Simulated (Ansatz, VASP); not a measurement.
## CdSe: VASP beside Ansatz

The input INCAR:

```
  PREC = Accurate
  ENCUT = 600
  EDIFF = 1E-7
  ISMEAR = 0
  SIGMA = 0.02
  LREAL = F
  LASPH = T
  NELM = 100
  ALGO = Normal
  ISIF = 3
  LWAVE = F
  LCHARG = F
  GGA = PE
  IBRION = 2
  NSW = 100
  EDIFFG = -0.005
```

KPOINTS

```
Automatic mesh
0
Gamma
  12 12 6
```

Contents of POSCAR:

```
CdSe
1.0
    4.3837935973      0.0000000000      0.0000000000
   -2.1918967987      3.7964766202      0.0000000000
    0.0000000000      0.0000000000      7.1529442853
Cd Se
2 2
Direct
    0.6666666667      0.3333333333     -0.0003824326
    0.3333333333      0.6666666667      0.4996175674
    0.6666666667      0.3333333333      0.3753824326
    0.3333333333      0.6666666667      0.8753824326
```

Input for Ansatz:

```yaml
crystal:
  lattice:
    - [4.3837935973, 0.0, 0.0]
    - [-2.1918967987, 3.7964766202, 0.0]
    - [0.0, 0.0, 7.1529442853]
  atoms:
    - { symbol: Cd, position: [0.6666666667, 0.3333333333, -0.0003824326] }
    - { symbol: Cd, position: [0.3333333333, 0.6666666667, 0.4996175674] }
    - { symbol: Se, position: [0.6666666667, 0.3333333333, 0.3753824326] }
    - { symbol: Se, position: [0.3333333333, 0.6666666667, 0.8753824326] }
basis:
  ecutwfc: 420
kpoints:
  mp_grid: { grid: [12, 12, 6] }
hamiltonian:
  xc: pbe
scf:
  occupations: { method: gaussian, width: 0.02 }
output:
  forces: true
  stress: true
  eigenvalues: true
  write_density: true
  write_potential: true
  elf: true
  volumetric_format: npy
relax:
  adjacent_minimum: "off"
  f_tol: 0.005
  max_steps: 80
  cell: { stress_tol: 0.05 }
```

Alike in both runs: task relaxation of cell and atoms; functional PBE; k mesh 12 × 12 × 6; occupations gaussian, width 0.02 eV; no spin polarisation.

|  | VASP | Ansatz |
| --- | --- | --- |
| version | VASP 6.6.1 | Ansatz 0.2.0 |
| potentials or method | VASP PAW PBE potentials, release 64 (Cd, Se), cutoff 600 eV | scalar-relativistic, plane waves, PAW |
| valence electrons in the cell | 36 | 72 |

Ansatz gave:

```
gap on the k mesh at the Fermi level, each at its own relaxed structure (eV) : 0.54
relaxed volume (Å³/atom)                                                     : 29.76
relaxed cell length with the largest relative difference (Å)                 : 7.153
```

What did VASP give for the same quantities?

gap on the k mesh at the Fermi level, each at its own relaxed structure (eV): 0.53; relaxed volume (Å³/atom): 29.89; relaxed cell length with the largest relative difference (Å): 7.165.

VASP's potentials hold 36 valence electrons a cell and Ansatz's 72, so a difference there can come from the potentials and not from the codes.
